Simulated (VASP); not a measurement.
Here is a VASP 6.6.1 calculation.

File INCAR:

```
PREC = Accurate
ENCUT = 520
EDIFF = 1E-6
ISMEAR = 0
SIGMA = 0.05
LREAL = F
LASPH = T
NELM = 150
ALGO = Normal
ISIF = 2
LWAVE = F
LCHARG = F
ISPIN = 2
MAGMOM = 0 0 0 0 0 0 0 0 2
LORBIT = 11
LDIPOL = T
IDIPOL = 3
DIPOL = 0.5 0.5 0.319
GGA = PE
NBANDS = 32
```

File KPOINTS:

```
regular mesh
0
Gamma
  9 6 1
```

POSCAR

```
Al4CN4
1.0
    3.1297683445      0.0000000000      0.0000000000
    0.0000000000      5.0173032419      0.0000000000
    0.0000000000      0.0000000000     19.0620320396
Al N C
4 4 1
Direct
    0.0000000000      0.9982714950      0.2098412169
    0.5000000000      0.4982714950      0.2572383830
    0.5000000000      0.9915197257      0.3577010219
    0.0000000000      0.4624332462      0.3868097530
    0.0000000000      0.6167285050      0.2098412169
    0.5000000000      0.1167285050      0.2572383830
    0.5000000000      0.6143669392      0.3564124135
    0.0000000000      0.1112303975      0.3967065014
    0.3333333333      0.7778970642      0.4423476872
```

Potentials or basis: VASP PAW PBE potentials, release 64 (Al, N, C).

Command:

```sh
$ cat potpaw_PBE.64/Al/POTCAR potpaw_PBE.64/N/POTCAR potpaw_PBE.64/C/POTCAR > POTCAR
$ mpirun -np 1 vasp_std > vasp.out
```

Question: Estimate the band gap on the k mesh.

Answer: 0.11 eV (least direct gap 0.43 eV).

Question: Estimate the largest force.

Answer: 3.059 eV/Å.

Question: Estimate the net moment.

Answer: 0.00 μB per cell.

Forces in eV/Å, atoms in the order of the input:
```
Al  -0.018 -1.592  2.062
Al  -0.140  0.790 -2.326
Al   0.829  0.895 -0.573
Al   0.279  1.032  2.866
N   -0.028  0.666  0.921
N    0.089  0.204 -0.820
N   -0.117  0.078 -1.259
N    0.484 -0.906 -0.899
C   -1.376 -1.167  0.027
```
